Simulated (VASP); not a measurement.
# BN: electric field gradients with LDA

Crystal: BN.

```xyz
2
Lattice="0.0000 1.7713 1.8075 1.7713 0.0000 1.8075 1.7713 1.7713 0.0000" Properties=species:S:1:pos:R:3 pbc="T T T"
B     0.0000    0.0000    0.0000
N     2.6570    2.6570    2.7113
```

This cell differs from its parent crystal: equal xx and yy strain of -2 %.

- Program: VASP 6.6.1
- Task: electric field gradients
- Functional: LDA
- Potentials or basis: VASP PAW LDA potentials, release 64 (B, N)
- Cutoff: 520 eV
- k mesh: 11 × 11 × 11
- Occupations: fermi-dirac, width 0.02 eV
- Spin: no spin polarisation
- Dipole correction: no
- Further INCAR settings: ALGO = Normal; EDIFF = 1e-08; NBANDS = 11

```yaml
Pressure: 5.8 GPa
Band_gap_on_the_k_mesh: 4.31 eV, indirect (least direct gap 8.76 eV)
```

Stress tensor (GPa, compression positive):
```
10.25  0.00  0.00
 0.00 10.25  0.00
 0.00  0.00 -3.02
```

Levels at points of the mesh, in eV from the valence-band top:
```tsv
k point	band 1	band 2	band 3	band 4	band 5	band 6	band 7	band 8	band 9
(0.00, 0.00, 0.00)	-20.61	-0.21	0.00	0.00	8.76	8.76	8.90	11.03	25.19
```

Electric field gradients, principal values (V/Å²):
| atom | least | middle | greatest (by size) |
| --- | --- | --- | --- |
| 1 B | 0.350 | 0.350 | -0.699 |
| 2 N | -1.676 | -1.676 | 3.352 |

It took 16 s on 1 thread of Intel(R) Xeon(R) Platinum 8488C (Sapphire Rapids) (shared host), peak memory 0.12 GiB.

Caveat: the cell differs from its parent crystal (equal xx and yy strain of -2 %); without QUAD_EFG the Cq values of the log hold for a quadrupole moment of 1 mb, not for the nuclei. A k mesh can miss the band edges.
